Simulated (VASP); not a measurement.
# ZnSe (F-43m) in VASP: notebook, part 2 of 2

VASP 6.6.1.

### Step 4. Single point, PBE

This run uses another cell than the first one, of 23.54 Å³/atom, 1.064 times its volume.

INCAR reads:

```
SYSTEM = ZnSe
ALGO = Normal
EDIFF = 1E-6
ENCUT = 520
GGA = PE
ISIF = 2
ISMEAR = 0
LASPH = .True.
LCHARG = .False.
LREAL = .False.
LWAVE = .False.
NBANDS = 16
NELM = 80
PREC = Accurate
SIGMA = 0.01
```

KPOINTS reads:

```
k-points
0
Gamma
  6 6 6
  0 0 0
```

POSCAR reads:

```
ZnSe
1.0
    0.0000000000      2.8661395722      2.8661395722
    2.8661395722      0.0000000000      2.8661395722
    2.8661395722      2.8661395722      0.0000000000
Zn Se
1 1
Direct
    0.0000000000      0.0000000000      0.0000000000
    0.2500000000      0.2500000000      0.2500000000
```

Potentials or basis: VASP PAW PBE potentials, release 64 (Zn, Se).

On the command line:

```sh
cat potpaw_PBE.64/Zn/POTCAR potpaw_PBE.64/Se/POTCAR > POTCAR
mpirun -np 1 vasp_std > vasp.out
```

OUTCAR:

```text
SYSTEM = ZnSe
   EDIFF = 1E-6
   ENCUT = 520
   GGA = PE
   ISIF = 2
   ISMEAR = 0
   LASPH = .True.
   LREAL = .False.
   NELM = 80
   PREC = Accurate

 ion  position               nearest neighbor table
   1  0.000  0.000  0.000-   2 2.48   2 2.48   2 2.48   2 2.48
   2  0.250  0.250  0.250-   1 2.48   1 2.48   1 2.48   1 2.48

  LATTYP: Found a face centered cubic cell.
 ALAT       =     5.7322791444

  Lattice vectors:

 A1 = (   0.0000000000,   2.8661395722,   2.8661395722)
 A2 = (   2.8661395722,   0.0000000000,   2.8661395722)
 A3 = (   2.8661395722,   2.8661395722,   0.0000000000)

Analysis of symmetry for initial positions (statically):
=====================================================================
 Subroutine PRICEL returns:
 Original cell was already a primitive cell.

 Routine SETGRP: Setting up the symmetry group for a
 face centered cubic supercell.

 Subroutine GETGRP returns: Found 24 space group operations
 (whereof 24 operations were pure point group operations)
 out of a pool of 48 trial point group operations.

The static configuration has the point symmetry T_d .

Analysis of symmetry for dynamics (positions and initial velocities):
[... 151 lines left out ...]

 val. band max:        1.3306272195   @ k =   0.0000   0.0000   0.0000
 cond. band min:       2.4837200183   @ k =   0.0000   0.0000   0.0000
 fundamental gap:      1.1530927987
 Fermi energy:         1.3838753101

 k-point     1 :       0.0000    0.0000    0.0000
  band No.  band energies     occupation
      1     -11.7155      2.00000
      2      -5.1008      2.00000
      3      -5.1008      2.00000
      4      -5.1008      2.00000
      5      -4.7615      2.00000
      6      -4.7615      2.00000
[... 281 lines left out ...]
      3      -4.9027      2.00000
      4      -4.8332      2.00000
      5      -4.7477      2.00000
      6      -4.5130      2.00000
[... 8 lines left out ...]
     15      14.9013      0.00000
     16      15.3272      0.00000

------------------------ aborting loop because EDIFF is reached ----------------------------------------

  FORCE on cell =-STRESS in cart. coord.  units (eV):
  Direction    XX          YY          ZZ          XY          YZ          ZX
  --------------------------------------------------------------------------------------
  -------------------------------------------------------------------------------------
  Total        0.0733083      0.0733083      0.0733083      0.0000000      0.0000000     -0.0000000
  in kB        2.4942610      2.4942610      2.4942610      0.0000000      0.0000000     -0.0000000
  external PRESSURE =       2.4942610 kB  Pullay stress =       0.0000000 kB

 VOLUME and BASIS-vectors are now :
 -----------------------------------------------------------------------------
  energy-cutoff  :      520.00
  volume of cell :       47.09
      direct lattice vectors                 reciprocal lattice vectors
     0.000000000  2.866139572  2.866139572    -0.174450681  0.174450681  0.174450681
     2.866139572  0.000000000  2.866139572     0.174450681 -0.174450681  0.174450681
     2.866139572  2.866139572  0.000000000     0.174450681  0.174450681 -0.174450681

 POSITION                                       TOTAL-FORCE (eV/Angst)
 -----------------------------------------------------------------------------------
      0.00000      0.00000      0.00000         0.000000      0.000000      0.000000
      1.43307      1.43307      1.43307        -0.000000     -0.000000     -0.000000
 -----------------------------------------------------------------------------------
    total drift:                               -0.000001     -0.000001     -0.000001

  FREE ENERGIE OF THE ION-ELECTRON SYSTEM (eV)
  ---------------------------------------------------
  free  energy   TOTEN  =        -6.0274336320 eV

  energy  without entropy=       -6.0274336320  energy(sigma->0) =       -6.02743363
```

OSZICAR:

```text
N       E                     dE             d eps       ncg     rms          rms(c)
DAV:   1     0.853612927104E+02    0.85361E+02   -0.86414E+03   512   0.126E+03
DAV:   2    -0.102797563985E+01   -0.86389E+02   -0.81626E+02   584   0.249E+02
DAV:   3    -0.627736334757E+01   -0.52494E+01   -0.52349E+01   632   0.605E+01
DAV:   4    -0.631870312498E+01   -0.41340E-01   -0.41337E-01   656   0.580E+00
DAV:   5    -0.631890689731E+01   -0.20377E-03   -0.20377E-03   640   0.353E-01    0.447E+00
DAV:   6    -0.604562724220E+01    0.27328E+00   -0.53196E-01   736   0.231E+01    0.343E+00
DAV:   7    -0.602717296993E+01    0.18454E-01   -0.15093E-01   560   0.340E+00    0.147E+00
DAV:   8    -0.602705584908E+01    0.11712E-03   -0.42189E-03   640   0.607E-01    0.437E-01
DAV:   9    -0.602732761535E+01   -0.27177E-03   -0.10617E-03   584   0.245E-01    0.684E-02
DAV:  10    -0.602742900903E+01   -0.10139E-03   -0.15404E-04   656   0.975E-02    0.171E-02
DAV:  11    -0.602743224833E+01   -0.32393E-05   -0.29578E-05   584   0.473E-02    0.511E-03
DAV:  12    -0.602743353914E+01   -0.12908E-05   -0.39939E-06   696   0.139E-02    0.345E-03
DAV:  13    -0.602743363203E+01   -0.92887E-07   -0.65208E-07   464   0.632E-03
   1 F= -.60274336E+01 E0= -.60274336E+01  d E =-.380339E-16
```

Run time: 7.8 s. Hardware: 1 thread of Intel Xeon 6975P-C (Granite Rapids), shared host; peak memory 0.16 GiB.

What came out:

| Property | Result |
| --- | --- |
| Free energy | -6.0274 eV |
| Pressure | 0.2 GPa |
| Band gap on the k mesh | 1.15 eV, direct |

Levels at points of the mesh, in eV from the valence-band top:
```csv
k point,band 7,band 8,band 9,band 10,band 11,band 12
"(0.00, 0.00, 0.00)",0.00,0.00,0.00,1.15,5.81,5.81
"(0.50, 0.00, 0.00)",-5.02,-0.82,-0.82,2.48,6.38,6.38
"(0.50, 0.50, 0.00)",-4.61,-2.07,-2.07,3.06,3.45,10.50
```

### Step 5. Overview

| cell | gap on the mesh (eV) | pressure (GPa) |
| --- | --- | --- |
| a = 3.971 Å, angles 60.0°, 2 atoms | 1.40 | 4.3 |
| a = 4.012 Å, angles 60.0°, 2 atoms | 1.27 | 2.1 |
| a = 4.053 Å, angles 60.0°, 2 atoms | 1.15 | 0.2 |

Alike in all rows: task single point; level PBE; potentials or basis VASP PAW PBE potentials, release 64 (Zn, Se); no spin polarisation; k mesh 6 × 6 × 6; cutoff (eV) 520; smearing gaussian 0.01 eV.

Absolute energies hang on the potentials; compare differences alone.
